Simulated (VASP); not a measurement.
# KBr (Immm) in VASP: notebook, part 2 of 2

VASP 6.6.1. Earlier steps stand in the parts before.

## Step 4: Single point, PBE (strain +0.0375 x Voigt [0, 0, 0, 1, 0, 0])

Input file INCAR:

```
PREC = Accurate
ENCUT = 520
EDIFF = 1E-6
ISMEAR = 0
SIGMA = 0.05
LREAL = F
LASPH = T
NELM = 60
ALGO = Normal
ISIF = 2
LWAVE = F
LCHARG = T
GGA = PE
LELF = T
LVHAR = T
NBANDS = 15
```

Input file KPOINTS:

```
Automatic mesh
0
Gamma
  6 6 6
```

Input file POSCAR:

```
KBr
1.0
    0.0000000000      3.3542343750      3.3542343750
    3.2925000000      0.0617343750      3.2925000000
    3.2925000000      3.2925000000      0.0617343750
K Br
1 1
Direct
    0.0000000000      0.0000000000      0.0000000000
    0.5000000000      0.5000000000      0.5000000000
```

Started as:

```sh
$ cat potpaw_PBE.64/K_sv/POTCAR potpaw_PBE.64/Br/POTCAR > POTCAR
$ mpirun -np 1 vasp_std > vasp.out
```

Wall time 51 s (1 thread of Intel Xeon Platinum 8488C (Sapphire Rapids), shared host); peak memory 0.23 GiB.

Results (log left out):

```yaml
Free_energy: -6.2109 eV
Pressure: 0.9 GPa
Band_gap_on_the_k_mesh: 4.41 eV, direct
```

Stress tensor (GPa, compression positive):
```
 0.87  0.00  0.00
 0.00  0.88 -0.18
 0.00 -0.18  0.88
```

Levels at points of the mesh, in eV from the valence-band top:
| k point | band 5 | band 6 | band 7 | band 8 | band 9 | band 10 | band 11 | band 12 |
| --- | --- | --- | --- | --- | --- | --- | --- | --- |
| (0.00, 0.00, 0.00) | -11.29 | -0.08 | -0.05 | 0.00 | 4.41 | 7.41 | 7.56 | 7.71 |
| (0.50, 0.00, 0.00) | -11.03 | -1.24 | -0.38 | -0.32 | 6.57 | 8.15 | 9.61 | 9.79 |
| (0.00, 0.50, 0.00) | -11.05 | -1.23 | -0.44 | -0.39 | 6.56 | 8.26 | 9.68 | 9.88 |
| (0.50, 0.50, 0.00) | -11.33 | -0.87 | -0.33 | -0.33 | 5.81 | 7.17 | 9.32 | 9.50 |
| (0.00, 0.50, 0.50) | -11.33 | -0.87 | -0.39 | -0.27 | 5.81 | 7.19 | 9.34 | 9.50 |

Caveat: the cell differs from its parent crystal (strain +0.0375 x Voigt [0, 0, 0, 1, 0, 0]).

## Step 5: Single point, PBE (strain +0.0125 x Voigt [0, 0, 0, 1, 0, 0])

Input file INCAR:

```
SYSTEM = KBr
  ALGO = Normal
  EDIFF = 1E-6
  ENCUT = 520
  GGA = PE
  ISIF = 2
  ISMEAR = 0
  LASPH = .TRUE.
  LCHARG = .FALSE.
  LREAL = .FALSE.
  LWAVE = .FALSE.
  NBANDS = 15
  NELM = 60
  PREC = Accurate
  SIGMA = 0.05
```

Input file KPOINTS:

```
k-points
0
G
  6 6 6
  0 0 0
```

Input file POSCAR:

```
KBr
1.0
    0.0000000000      3.3130781250      3.3130781250
    3.2925000000      0.0205781250      3.2925000000
    3.2925000000      3.2925000000      0.0205781250
K Br
1 1
Direct
    0.0000000000      0.0000000000      0.0000000000
    0.5000000000      0.5000000000      0.5000000000
```

Potentials or basis: VASP PAW PBE potentials, release 64 (K_sv, Br).

Started as:

```sh
$ cat potpaw_PBE.64/K_sv/POTCAR potpaw_PBE.64/Br/POTCAR > POTCAR
$ mpirun -np 1 vasp_std > vasp.out
```

OUTCAR:

```text
SYSTEM = KBr
   EDIFF = 1E-6
   ENCUT = 520
   GGA = PE
   ISIF = 2
   ISMEAR = 0
   LASPH = .TRUE.
   LREAL = .FALSE.
   NELM = 60
   PREC = Accurate

 ion  position               nearest neighbor table
   1  0.000  0.000  0.000-   2 3.29   2 3.29   2 3.29   2 3.29   2 3.29   2 3.29
   2  0.500  0.500  0.500-   1 3.29   1 3.29   1 3.29   1 3.29   1 3.29   1 3.29

  LATTYP: Found a body centered orthorhombic cell.
 ALAT       =     4.6271962907
 B/A-ratio  =     1.0125786164
 C/A-ratio  =     1.4231079873

  Lattice vectors:

 A1 = (  -3.2925000000,   3.2925000000,   0.0205781250)
 A2 = (  -3.2925000000,  -3.2925000000,  -0.0205781250)
 A3 = (   3.2925000000,   0.0205781250,   3.2925000000)

Analysis of symmetry for initial positions (statically):
=====================================================================
 Subroutine PRICEL returns:
 Original cell was already a primitive cell.

 Routine SETGRP: Setting up the symmetry group for a
 body centered orthorhombic supercell.

 Subroutine GETGRP returns: Found  8 space group operations
 (whereof  8 operations were pure point group operations)
 out of a pool of  8 trial point group operations.

The static configuration has the point symmetry D_2h.

Analysis of symmetry for dynamics (positions and initial velocities):
=====================================================================
 Subroutine PRICEL returns:
 Original cell was already a primitive cell.

 Routine SETGRP: Setting up the symmetry group for a
 body centered orthorhombic supercell.

 Subroutine GETGRP returns: Found  8 space group operations
 (whereof  8 operations were pure point group operations)
 out of a pool of  8 trial point group operations.

The dynamic configuration has the point symmetry D_2h.

 Subroutine INISYM returns: Found  8 space group operations
 (whereof  8 operations are pure point group operations),
 and found     1 'primitive' translations

----------------------------------------------------------------------------------------

                                     Primitive cell

  volume of cell :      71.3823
[... 115 lines left out ...]
   LHFCALC =     F    Hartree Fock is set to
   AEXX    =    0.0000 exact exchange contribution
   IVDW    =     0    specifies the selected vdW correction
   LEPSILON=     F    determine dielectric tensor
   LRPA    =     F    only Hartree local field effects (RPA)
 non-spin polarized calculation
 Gauss-broadening in eV      SIGMA  =   0.05
  energy-cutoff  :      520.00
  volume of cell :       71.38
 maximum number of plane-waves:      1942
   NGX = 17   NGY = 17   NGZ = 17

 number of electron      15.9999998 magnetization

 Free energy of the ion-electron system (eV)
  ---------------------------------------------------
  ext. energy  EPLUGINS =         0.00000000
  ---------------------------------------------------
  free energy    TOTEN  =        -6.21236745 eV

  energy without entropy =       -6.21236745  energy(sigma->0) =       -6.21236745

 E-fermi :  -1.4430     XC(G=0):  -7.3981

 val. band max:       -1.6989408782   @ k =   0.0000   0.0000   0.0000
 cond. band min:       2.7389520439   @ k =   0.0000   0.0000   0.0000
 fundamental gap:      4.4378929221
 Fermi energy:        -1.4429713685

 k-point     1 :       0.0000    0.0000    0.0000
  band No.  band energies     occupation
      1     -29.4800      2.00000
      2     -14.0137      2.00000
      3     -12.9585      2.00000
      4     -12.9579      2.00000
      5     -12.9573      2.00000
      6      -1.7266      2.00000
      7      -1.7132      2.00000
      8      -1.6989      2.00000
      9       2.7390      0.00000
     10       5.8431      0.00000
     11       5.8926      0.00000
     12       5.9421      0.00000
     13       6.7200      0.00000
     14       6.7209      0.00000
[... 401 lines left out ...]
      2     -14.1374      2.00000
      3     -12.9803      2.00000
      4     -12.9720      2.00000
      5     -12.7678      2.00000
      6      -2.7526      2.00000
      7      -2.1344      2.00000
      8      -2.0195      2.00000
      9       5.0764      0.00000
     10       6.0818      0.00000
     11       7.5728      0.00000
     12       7.8646      0.00000
     13       8.1901      0.00000
     14       8.3963      0.00000
     15       9.3171      0.00000

 [... further k-points ...]
[... 5 lines left out ...]
  --------------------------------------------------------------------------------------
  -------------------------------------------------------------------------------------
  Total        0.3890179      0.3895601      0.3895601      0.0000000     -0.0273319      0.0000000
  in kB        8.7315197      8.7436878      8.7436878      0.0000000     -0.6134647      0.0000000
  external PRESSURE =       8.7396318 kB  Pullay stress =       0.0000000 kB

 VOLUME and BASIS-vectors are now :
 -----------------------------------------------------------------------------
  energy-cutoff  :      520.00
  volume of cell :       71.38
      direct lattice vectors                 reciprocal lattice vectors
     0.000000000  3.313078125  3.313078125    -0.151860289  0.150917057  0.150917057
     3.292500000  0.020578125  3.292500000     0.151860289 -0.152815385  0.152815385
     3.292500000  3.292500000  0.020578125     0.151860289  0.152815385 -0.152815385

 POSITION                                       TOTAL-FORCE (eV/Angst)
 -----------------------------------------------------------------------------------
      0.00000      0.00000      0.00000         0.000000      0.000000      0.000000
      3.29250      3.31308      3.31308         0.000000      0.000000     -0.000000
 -----------------------------------------------------------------------------------
    total drift:                                0.000000      0.000000      0.000000

  FREE ENERGIE OF THE ION-ELECTRON SYSTEM (eV)
  ---------------------------------------------------
  free  energy   TOTEN  =        -6.2123674500 eV

  energy  without entropy=       -6.2123674500  energy(sigma->0) =       -6.21236745
```

OSZICAR:

```text
N       E                     dE             d eps       ncg     rms          rms(c)
DAV:   1     0.992826741144E+02    0.99283E+02   -0.68739E+03  1380   0.938E+02
DAV:   2    -0.185493993700E+00   -0.99468E+02   -0.91752E+02  1793   0.228E+02
DAV:   3    -0.614956549121E+01   -0.59641E+01   -0.59335E+01  1926   0.497E+01
DAV:   4    -0.638183026096E+01   -0.23226E+00   -0.23222E+00  2087   0.851E+00
DAV:   5    -0.638360965606E+01   -0.17794E-02   -0.17794E-02  1954   0.881E-01    0.315E+00
DAV:   6    -0.621332713133E+01    0.17028E+00   -0.21647E-01  1751   0.224E+00    0.230E+00
DAV:   7    -0.620240414114E+01    0.10923E-01   -0.10900E-01  1884   0.177E+00    0.103E+00
DAV:   8    -0.621126191526E+01   -0.88578E-02   -0.12088E-02  1549   0.793E-01    0.111E-01
DAV:   9    -0.621207243016E+01   -0.81051E-03   -0.84180E-04  1870   0.178E-01    0.783E-02
DAV:  10    -0.621234837301E+01   -0.27594E-03   -0.27615E-04  1478   0.961E-02    0.115E-02
DAV:  11    -0.621236574088E+01   -0.17368E-04   -0.26914E-05  1813   0.298E-02    0.580E-03
DAV:  12    -0.621236734823E+01   -0.16074E-05   -0.41210E-06  1484   0.134E-02    0.146E-03
DAV:  13    -0.621236745001E+01   -0.10178E-06   -0.10344E-07  1544   0.184E-03
   1 F= -.62123675E+01 E0= -.62123675E+01  d E =-.570124E-15
```

stdout:

```text
POSCAR found type information on POSCAR K Br
 POSCAR found :  2 types and       2 ions
 scaLAPACK will be used
 LDA part: xc-table for (Slater+PW92), standard interpolation
 POSCAR, INCAR and KPOINTS ok, starting setup
 FFT: planning ... GRIDC
 FFT: planning ... GRID_SOFT
 FFT: planning ... GRID
 WAVECAR not read
 entering main loop
```

Wall time 45 s (1 thread of Intel Xeon Platinum 8488C (Sapphire Rapids), shared host); peak memory 0.23 GiB.

Results:

* Free energy: -6.2124 eV
* Pressure: 0.9 GPa
* Band gap on the k mesh: 4.44 eV, direct

Stress tensor (GPa, compression positive):
```
 0.87  0.00  0.00
 0.00  0.87 -0.06
 0.00 -0.06  0.87
```

Caveat: the cell differs from its parent crystal (strain +0.0125 x Voigt [0, 0, 0, 1, 0, 0]).

## Step 6: Summary

```csv
cell,gap on the mesh (eV),pressure (GPa)
"a = 4.540, b = 4.657, c = 4.657 Å, angles 61.7, 60.8, 60.8°, 2 atoms",4.39,0.9
"a = 4.715, b = 4.656, c = 4.656 Å, angles 59.2, 59.6, 59.6°, 2 atoms",4.42,0.9
"a = 4.744, b = 4.657, c = 4.657 Å, angles 58.8, 59.4, 59.4°, 2 atoms",4.41,0.9
"a = 4.685, b = 4.656, c = 4.656 Å, angles 59.6, 59.8, 59.8°, 2 atoms",4.44,0.9
```

Alike in all rows: task single point; level PBE; potentials or basis VASP PAW PBE potentials, release 64 (K_sv, Br); no spin polarisation; k mesh 6 × 6 × 6; cutoff (eV) 520; smearing gaussian 0.05 eV.

Absolute energies hang on the potentials; compare differences alone.
